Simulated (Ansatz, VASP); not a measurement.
K2ScCuF6 in VASP and in Ansatz

```
K Sc Cu F
1.0
     0.00000    4.27852    4.27852
     4.27852    0.00000    4.27852
     4.27852    4.27852    0.00000
K Sc Cu F
2 1 1 6
Direct
  0.75000 0.75000 0.75000
  0.25000 0.25000 0.25000
  0.00000 0.00000 0.00000
  0.50000 0.50000 0.50000
  0.76232 0.23768 0.23768
  0.23768 0.23768 0.76232
  0.23768 0.76232 0.76232
  0.23768 0.76232 0.23768
  0.76232 0.23768 0.76232
  0.76232 0.76232 0.23768
```

Alike in both runs: task single point; functional LDA; k mesh 4 × 4 × 4; no spin polarisation.

|  | VASP | Ansatz |
| --- | --- | --- |
| version | VASP 6.6.1 | Ansatz 0.2.0 |
| potentials or method | VASP PAW LDA potentials, release 64 (K_sv, Sc_sv, Cu, F), cutoff 520 eV | plane waves, PAW |
| occupations | gaussian, width 0.01 eV | fixed |
| valence electrons in the cell | 82 | 90 |

|  | VASP | Ansatz | Ansatz less VASP |
| --- | --- | --- | --- |
| gap on the k mesh at the Fermi level (eV) | 1.04 | 1.06 | +0.014 |

LDA's correlation is that of Perdew and Zunger in VASP and of Perdew and Wang (1992) in Ansatz. VASP's potentials hold 82 valence electrons a cell and Ansatz's 90, so a difference there can come from the potentials and not from the codes.
